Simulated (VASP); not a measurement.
A run of VASP 6.6.1 is set up as follows.

INCAR

```
PREC     = Accurate       # precision mode
ENCUT    = 520            # plane-wave cutoff, eV
EDIFF    = 1E-6           # SCF threshold, eV
ISMEAR   = 0              # smearing method
SIGMA    = 0.1            # smearing width, eV
LREAL    = False          # projectors in reciprocal space
LASPH    = True           # aspherical terms in the spheres
NELM     = 100            # most SCF steps
ALGO     = Normal         # electronic algorithm
ISIF     = 2              # what is computed and relaxed
LWAVE    = False          # write WAVECAR
LCHARG   = False          # write CHGCAR
GGA      = PE             # functional
NBANDS   = 22             # bands
```

File KPOINTS:

```
Automatic mesh
0
Gamma
  12 12 6
```

File POSCAR:

```
I
1.0
    5.5517991074      0.0000000000      0.0000000000
   -2.7758995537      4.8079990637      0.0000000000
    0.0000000000      0.0000000000      9.7794311919
I
4
Direct
    0.0000000000      0.0000000000      0.7500000000
    0.0000000000      0.0000000000      0.2500000000
    0.3333333333      0.6666666667      0.7500000000
    0.6666666667      0.3333333333      0.2500000000
```

Potentials or basis: VASP PAW PBE potentials, release 64 (I).

Command:

```bash
$ cat potpaw_PBE.64/I/POTCAR > POTCAR
$ mpirun -np 1 vasp_std > vasp.out
```

Task: Estimate the band gap on the k mesh.

Result: Zero (band 14 reaches -0.47 eV, above the bottom of band 15 at -0.48 eV).

Task: What does it give for the pressure?

Result: 0.0 GPa.

Caveat: spin-orbit coupling is left out, which moves the levels of the heavy elements; this functional lacks dispersion, which binds the layers, so the pressure and a relaxed spacing across them are unreliable.
